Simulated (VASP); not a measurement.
A run of VASP 6.6.1:

Contents of INCAR:

```
PREC     = Accurate       # precision mode
ENCUT    = 600            # plane-wave cutoff, eV
EDIFF    = 1E-6           # SCF threshold, eV
ISMEAR   = -1             # smearing method
SIGMA    = 0.05           # smearing width, eV
LREAL    = F              # projectors in reciprocal space
LASPH    = T              # aspherical terms in the spheres
NELM     = 200            # most SCF steps
ALGO     = Normal         # electronic algorithm
ISIF     = 2              # what is computed and relaxed
LWAVE    = F              # write WAVECAR
LCHARG   = F              # write CHGCAR
ISPIN    = 2              # spin polarisation
MAGMOM   = 4 0 0          # initial moments
LORBIT   = 11             # projections on sites
LMAXMIX  = 4              # l up to which the mixer works
GGA      = PS             # functional
NBANDS   = 24             # bands
GGA_COMPAT= F
```

The input KPOINTS:

```
Automatic mesh
0
Gamma
  9 9 5
```

The input POSCAR:

```
MnO2
1.0
    2.8565781804      0.0000000000      0.0000000000
   -1.4282890902      2.4738692722      0.0000000000
    0.0000000000      0.0000000000      4.6013740589
Mn O
1 2
Direct
    0.0000000000      0.0000000000      0.5000000000
    0.3333333333      0.6666666667      0.7044671758
    0.6666666667      0.3333333333      0.2955328242
```

Potentials or basis: VASP PAW PBE potentials, release 64 (Mn_sv, O).

Launch:

```bash
$ cat potpaw_PBE.64/Mn_sv/POTCAR potpaw_PBE.64/O/POTCAR > POTCAR
$ mpirun -np 1 vasp_std > vasp.out
```

Hardware: 1 thread of Intel(R) Xeon(R) Platinum 8375C CPU @ 2.90GHz (Ice Lake), with other jobs on the host.

Q: Estimate the wall time of this run.

A: Wall time 59 s on 1 thread of Intel(R) Xeon(R) Platinum 8375C CPU @ 2.90GHz (Ice Lake) (shared host), peak memory 0.21 GiB. Counts: scf iterations 17, k points 50.
